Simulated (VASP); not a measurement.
# Mg (P6_3/mmc) in VASP: notebook

Mg is run at these levels: BLYP+D3(BJ), PBE; tasks: relaxation of cell and atoms, single point.

Everything below comes from runs of VASP 6.6.1. Logs are shortened: lines on timing, memory, paths and dates and some standing lists are left out, and cuts for length are marked.

## Step 1: The cell of the first run

Symmetry: P6_3/mmc, No. 194, hexagonal system. Conventional cell: a = 3.209 Å, b = 3.209 Å, c = 5.210 Å, α = 90.00°, β = 90.00°, γ = 120.00°. Within 4.2 Å of Mg (site symmetry -6m2) lie 12 Mg at 3.20 to 3.21 Å.

## Step 2: Relaxation of cell and atoms, BLYP+D3(BJ)

Contents of INCAR:

```
SYSTEM = Mg
PREC = Accurate
ENCUT = 600
EDIFF = 1E-6
ISMEAR = -1
SIGMA = 0.05
LREAL = .FALSE.
LASPH = .TRUE.
NELM = 60
ALGO = Normal
ISIF = 3
LWAVE = .FALSE.
LCHARG = .FALSE.
GGA = B5
ALDAX = 1.0
AGGAX = 1.0
AGGAC = 1.0
ALDAC = 0.0
IVDW = 12
VDW_S6 = 1.0
VDW_S8 = 2.6996
VDW_A1 = 0.4298
VDW_A2 = 4.2359
IBRION = 2
NSW = 80
EDIFFG = -0.005
```

Contents of KPOINTS:

```
regular mesh
0
G
  10 10 5
  0 0 0
```

Contents of POSCAR:

```
Mg
1.0
    3.2093000000      0.0000000000      0.0000000000
   -1.6046500000      2.7793353284      0.0000000000
    0.0000000000      0.0000000000      5.2103000000
Mg
2
Direct
    0.6666666667      0.3333333333      0.7500000000
    0.3333333333      0.6666666667      0.2500000000
```

Potentials or basis: VASP PAW PBE potentials, release 64 (Mg).

The run is started by

```bash
$ cat potpaw_PBE.64/Mg/POTCAR > POTCAR
$ mpirun -np 1 vasp_std > vasp.out
```

OUTCAR:

```text
SYSTEM = Mg
   PREC = Accurate
   ENCUT = 600
   EDIFF = 1E-6
   ISMEAR = -1
   LREAL = .FALSE.
   LASPH = .TRUE.
   NELM = 60
   ISIF = 3
   GGA = B5
   IVDW = 12
   IBRION = 2
   NSW = 80
   EDIFFG = -0.005
 IVDW          = 12

 ion  position               nearest neighbor table
   1  0.667  0.333  0.750-   2 3.20   2 3.20   2 3.20   2 3.20   2 3.20   2 3.20
   2  0.333  0.667  0.250-   1 3.20   1 3.20   1 3.20   1 3.20   1 3.20   1 3.20

  LATTYP: Found a hexagonal cell.
 ALAT       =     3.2093000000
 C/A-ratio  =     1.6235004518

  Lattice vectors:

 A1 = (   3.2093000000,   0.0000000000,   0.0000000000)
 A2 = (  -1.6046500000,   2.7793353284,   0.0000000000)
 A3 = (   0.0000000000,   0.0000000000,   5.2103000000)

Analysis of symmetry for initial positions (statically):
=====================================================================
 Subroutine PRICEL returns:
 Original cell was already a primitive cell.

 Routine SETGRP: Setting up the symmetry group for a
 hexagonal supercell.

 Subroutine GETGRP returns: Found 24 space group operations
 (whereof 12 operations were pure point group operations)
 out of a pool of 24 trial point group operations.

The static configuration has the point symmetry D_3d.
 The point group associated with its full space group is D_6h.

Analysis of symmetry for dynamics (positions and initial velocities):
=====================================================================
 Subroutine PRICEL returns:
 Original cell was already a primitive cell.

 Routine SETGRP: Setting up the symmetry group for a
 hexagonal supercell.

 Subroutine GETGRP returns: Found 24 space group operations
 (whereof 12 operations were pure point group operations)
 out of a pool of 24 trial point group operations.

The dynamic configuration has the point symmetry D_3d.
 The point group associated with its full space group is D_6h.

 Subroutine INISYM returns: Found 24 space group operations
 (whereof 12 operations are pure point group operations),
 and found     1 'primitive' translations

----------------------------------------------------------------------------------------

                                     Primitive cell

  volume of cell :      46.4744

  direct lattice vectors                    reciprocal lattice vectors
     3.209300000  0.000000000  0.000000000     0.311594429  0.179899127  0.000000000
    -1.604650000  2.779335328  0.000000000     0.000000000  0.359798255  0.000000000
     0.000000000  0.000000000  5.210300000     0.000000000  0.000000000  0.191927528

  length of vectors
     3.209300000  3.209300000  5.210300000     0.359798255  0.359798255  0.191927528

  position of ions in fractional coordinates (direct lattice)
     0.666666667  0.333333333  0.750000000
     0.333333333  0.666666667  0.250000000

  ion indices of the primitive-cell ions
   primitive index   ion index
                 1           1
                 2           2

----------------------------------------------------------------------------------------

 KPOINTS: regular mesh

Automatic generation of k-mesh.
 Grid dimensions read from file:
 generate k-points for:   10   10    5

 Generating k-lattice:

  Cartesian coordinates                     Fractional coordinates (reciprocal lattice)
     0.031159443  0.017989913  0.000000000     0.100000000 -0.000000000  0.000000000
     0.000000000  0.035979825  0.000000000     0.000000000  0.100000000  0.000000000
     0.000000000  0.000000000  0.038385506     0.000000000  0.000000000  0.200000000

  Length of vectors
     0.035979825  0.035979825  0.038385506

  Shift w.r.t. Gamma in fractional coordinates (k-lattice)
     0.000000000  0.000000000  0.000000000

 Subroutine IBZKPT returns following result:
 ===========================================

 Found     42 irreducible k-points:

 Following reciprocal coordinates:
            Coordinates               Weight
  0.000000  0.000000  0.000000      1.000000
  0.100000  0.000000  0.000000      6.000000
  0.200000  0.000000  0.000000      6.000000
  0.300000  0.000000  0.000000      6.000000
  0.400000  0.000000  0.000000      6.000000
  0.500000  0.000000  0.000000      3.000000
[... 16 lines left out ...]
  0.300000  0.100000  0.200000     24.000000
  0.400000  0.100000  0.200000     24.000000
 [... further k-points ...]
   k-points           NKPTS =     42   k-points in BZ     NKDIM =     42   number of bands    NBANDS=      6
   number of dos      NEDOS =    301   number of ions     NIONS =      2
   total plane-waves  NPLWV =  32928
   dimension x,y,z NGX =    28 NGY =   28 NGZ =   42
   dimension x,y,z NGXF=    56 NGYF=   56 NGZF=   84
   ions per type =               2
   NGX,Y,Z   is equivalent  to a cutoff of  14.50, 14.50, 13.40 a.u.
   NGXF,Y,Z  is equivalent  to a cutoff of  29.01, 29.01, 26.80 a.u.
 SYSTEM =  Mg
   PREC   = accura    normal or accurate (medium, high low for compatibility)
   ISTART =      0    job   : 0-new  1-cont  2-samecut
   ICHARG =      2    charge: 1-file 2-atom 10-const
   ISPIN  =      1    spin polarized calculation?
   LNONCOLLINEAR =      F non collinear calculations
   LSORBIT =      F    spin-orbit coupling
   LASPH  =      T    aspherical Exc in radial PAW
   ENCUT  =  600.0 eV  44.10 Ry    6.64 a.u.   6.41  6.41 10.41*2*pi/ulx,y,z
   NELM   =     60;   NELMIN=  2; NELMDL= -5     # of ELM steps
   EDIFF  = 0.1E-05   stopping-criterion for ELM
   LREAL  =      F    real-space projection
   EDIFFG = -.5E-02   stopping-criterion for IOM
   NSW    =     80    number of steps for IOM
   IBRION =      2    ionic relax: 0-MD 1-quasi-New 2-CG
   NFREE  =      1    steps in history (QN), initial steepest desc. (CG)
   ISIF   =      3    stress and relaxation
   ISYM   =      2    0-nonsym 1-usesym 2-fastsym
   POTIM  = 0.5000    time-step for ionic-motion
   TEBEG  =    0.0;   TEEND  =   0.0 temperature during run
   PSTRESS=    0.0 pullay stress
   NELECT =       4.0000    total number of electrons
   NUPDOWN=      -1.0000    fix difference up-down
   EMIN   =  10.00;   EMAX   =-10.00  energy-range for DOS
   EFERMI =   0.00;   METHOD = LEGACY
   ISMEAR =    -1;   SIGMA  =   0.05  broadening in eV -4-tet -1-fermi 0-gaus
   EFERMI_NEDOS =   21; number of points for ismear=-14 and -15
   IALGO  =     38    algorithm
   IMIX   =      4    mixing-type and parameters
     AMIX     =   0.40;   BMIX     =  1.00
     AMIX_MAG =   1.60;   BMIX_MAG =  1.00
  volume/ion in A,a.u.               =      23.24       156.81
  Fermi-wavevector in a.u.,A,eV,Ry     =   0.722809  1.365911  7.108401  0.522453
  Thomas-Fermi vector in A             =   1.812866
   LORBIT       =      0    0 simple, 1 ext, 2 COOP (PROOUT), +10 PAW based schemes
   GGA     = B5    functional components
   LHFCALC =     F    Hartree Fock is set to
   AEXX    =    0.0000 exact exchange contribution
   IVDW    =    12    specifies the selected vdW correction
   LEPSILON=     F    determine dielectric tensor
   LRPA    =     F    only Hartree local field effects (RPA)
 conjugate gradient relaxation of ions
 non-spin polarized calculation
  energy-cutoff  :      600.00
  volume of cell :       46.47
 maximum number of plane-waves:      1578
 NGX is ok and might be reduce to    28
   NGX = 13   NGY = 13   NGZ = 21

--------------------------------------- Ionic step        1  -------------------------------------------

 number of electron       4.0000000 magnetization

 Free energy of the ion-electron system (eV)
  ---------------------------------------------------
  ext. energy  EPLUGINS =         0.00000000
  ---------------------------------------------------
  free energy    TOTEN  =        -1.48733681 eV

  energy without entropy =       -1.47516127  energy(sigma->0) =       -1.48124904

------------------------ aborting loop because EDIFF is reached ----------------------------------------

 Edisp (eV)   -1.28618

 E8    (eV) :    -0.9491

  FORCE on cell =-STRESS in cart. coord.  units (eV):
  Direction    XX          YY          ZZ          XY          YZ          ZX
  --------------------------------------------------------------------------------------
  -------------------------------------------------------------------------------------
  Total      -1.27750    -1.27750    -0.86646     0.00000     0.00000     0.00000
  in kB     -44.04098   -44.04098   -29.87052     0.00000     0.00000     0.00000
  external pressure =      -39.32 kB  Pullay stress =        0.00 kB
[... 261 lines left out ...]
  energy  without entropy=       -2.8455206605  energy(sigma->0) =       -2.84915750

--------------------------------------- Ionic step        8  -------------------------------------------

 number of electron       4.0000000 magnetization

 Free energy of the ion-electron system (eV)
  ---------------------------------------------------
  ext. energy  EPLUGINS =         0.00000000
  ---------------------------------------------------
  free energy    TOTEN  =        -1.40206500 eV

  energy without entropy =       -1.39475472  energy(sigma->0) =       -1.39840986

 E-fermi :   3.7439     XC(G=0):  -8.4046

 val. band max:        3.6776552519   @ k =   0.5000   0.0000   0.4000
 cond. band min:       3.7821715245   @ k =   0.4000   0.1000   0.4000
 fundamental gap:      0.1045162726
 Fermi energy:         3.7439281037

 k-point     1 :       0.0000    0.0000    0.0000
  band No.  band energies     occupation
      1      -3.7263      2.00000
      2       1.7290      2.00000
      3       2.0940      2.00000
      4      15.6027      0.00000
      5      15.6027      0.00000
      6      15.9276      0.00000

 k-point     2 :       0.1000    0.0000    0.0000
  band No.  band energies     occupation
      1      -3.5102      2.00000
      2       1.9240      2.00000
      3       2.3035      2.00000
      4      12.6674      0.00000
      5      14.2089      0.00000
      6      14.8800      0.00000
[... 190 lines left out ...]
 k-point    24 :       0.4000    0.1000    0.2000
  band No.  band energies     occupation
      1       0.9138      2.00000
      2       2.8546      2.00000
      3       4.3198      0.00002
      4       6.1811      0.00000
      5       8.1675      0.00000
      6       9.3666      0.00000

 [... further k-points ...]

------------------------ aborting loop because EDIFF is reached ----------------------------------------

 Edisp (eV)   -1.45077

 E8    (eV) :    -1.0691

  FORCE on cell =-STRESS in cart. coord.  units (eV):
  Direction    XX          YY          ZZ          XY          YZ          ZX
  --------------------------------------------------------------------------------------
  -------------------------------------------------------------------------------------
  Total       0.00036     0.00036     0.00131     0.00000     0.00000     0.00000
  in kB       0.01392     0.01392     0.05120     0.00000     0.00000     0.00000
  external pressure =        0.03 kB  Pullay stress =        0.00 kB
[... 17 lines left out ...]
  FREE ENERGIE OF THE ION-ELECTRON SYSTEM (eV)
  ---------------------------------------------------
  free  energy   TOTEN  =        -2.8528323505 eV

  energy  without entropy=       -2.8455220752  energy(sigma->0) =       -2.84917721

 reached required accuracy - stopping structural energy minimisation
```

Wall time 57 s (1 thread of Intel Xeon 6975P-C (Granite Rapids), shared host); peak memory 0.2 GiB.

Results:

```
Free energy                            : -2.8528 eV
Relaxed volume                         : 20.55 Å³/atom
Relaxed cell                           : a = 3.050 Å, b = 3.050 Å, c = 5.101 Å, α = 90.00°, β = 90.00°, γ = 120.00°
Space group after relaxing (to 0.05 Å) : P6_3/mmc (No. 194)
Energy gained by relaxing              : 39.7 meV/atom
Ionic steps                            : 8
Pressure after relaxing                : 0.0 GPa
Band gap on the k mesh                 : zero (band 2 reaches 4.27 eV, above the bottom of band 3 at 2.09 eV)
Dispersion energy per atom             : -0.725 eV
```

The path:
```csv
step,energy change (eV),largest force (eV/Å),pressure (GPa),volume (Å³)
1,0.0000,0.0000,-3.93,46.47
2,-0.0684,0.0000,-1.52,42.74
3,-0.0776,0.0000,-0.01,41.09
4,-0.0776,0.0000,0.10,40.98
5,-0.0790,0.0000,0.10,41.00
6,-0.0793,0.0000,0.10,41.01
7,-0.0793,0.0000,0.10,41.01
8,-0.0793,0.0000,0.00,41.11
```

Final structure:
```
CELL_PARAMETERS angstrom
3.05034 0.00000 0.00000
-1.52517 2.64167 0.00000
0.00000 0.00000 5.10138
ATOMIC_POSITIONS crystal
Mg 0.66667 0.33333 0.75000
Mg 0.33333 0.66667 0.25000
```

Caveat: the PAW data sets were made with another functional, which shifts forces and pressure a little; the volume moved by -12 % from the deposited cell, more than functionals usually miss; pairwise dispersion overbinds metals, which lowers pressure and volume.

## Step 3: Single point, PBE, collinear spin, antiferromagnetic start

This run uses another cell than the first one, of 23.01 Å³/atom, 0.990 times its volume.

Contents of INCAR:

```
SYSTEM = Mg
ALGO = Normal
EDIFF = 1E-6
ENCUT = 520
GGA = PE
ISIF = 2
ISMEAR = -1
ISPIN = 2
LASPH = .True.
LCHARG = .False.
LORBIT = 11
LREAL = .False.
LWAVE = .False.
MAGMOM = 0.375 -0.375
NBANDS = 13
NELM = 150
NUPDOWN = 0.0
PREC = Accurate
SIGMA = 0.05
```

Contents of KPOINTS:

```
k-points
0
Gamma
  10 10 5
  0 0 0
```

Contents of POSCAR:

```
Mg
1.0
    3.1674266590      0.0000000000      0.0000000000
   -1.5837133295      2.7430719514      0.0000000000
    0.0000000000      0.0000000000      5.2967428970
Mg
2
Direct
    0.6666666667      0.3333333333      0.7500000000
    0.3333333333      0.6666666667      0.2500000000
```

Potentials or basis: VASP PAW PBE potentials, release 64 (Mg).

The run is started by

```bash
$ cat potpaw_PBE.64/Mg/POTCAR > POTCAR
$ mpirun -np 1 vasp_std > vasp.out
```

It took 21 s on 1 thread of Intel Xeon 6975P-C (Granite Rapids), shared host; peak memory 0.18 GiB.

It converged, with:

```yaml
Free_energy: -3.0122 eV
Pressure: -0.1 GPa
Net_moment: 0.00 μB per cell
Valence_electrons_inside_the_program's_atomic_spheres: Mg 0.35
```

Caveat: the total moment is fixed, so each spin has its own Fermi level.
